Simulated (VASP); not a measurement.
Runs of VASP 6.6.1 on GaSb. The structure is that of space group F-43m (No. 216), or close to it. The cells are those of the table. 

```tsv
task	cell	k mesh	cutoff (eV)	smearing	gap on the mesh (eV)	pressure (GPa)	relaxed volume (Å³/atom)
single point	a = 4.340 Å, angles 60.0°, 2 atoms	6 × 6 × 6	520	gaussian 0.1 eV	none	-1.9	-
single point	a = 4.278 Å, angles 60.0°, 2 atoms	16 × 16 × 16	520	fermi-dirac 0.15 eV	0.12	0.2	-
relaxation of cell and atoms	relaxed from a = 4.340 Å, angles 60.0°, 2 atoms	16 × 16 × 16	600	gaussian 0.1 eV	(a)	0.0	27.76
single point	a = 4.277 Å, angles 60.0°, 2 atoms	16 × 16 × 16	520	gaussian 0.1 eV	0.12	0.2	-
relaxation of cell and atoms	relaxed from a = 4.277 Å, angles 60.0°, 2 atoms	16 × 16 × 16	600	fermi-dirac 0.15 eV	0.09	0.0	(b)
```

Alike in all rows: level LDA; potentials or basis VASP PAW LDA potentials, release 64 (Ga_d, Sb); no spin polarisation.

Problem. Fill in the values left out.

Solution. (a) 0.10; (b) 27.78.

Caveats: semilocal functionals underestimate gaps, and a narrow one can read as zero; spin-orbit coupling is left out, which moves the levels of the heavy elements; the smearing spreads over this small gap (at least some runs).

A k mesh can miss the band edges, and the runs leave out spin-orbit coupling on Ga, Sb.

A gap of «none» marks levels without a gap at the run's occupations.
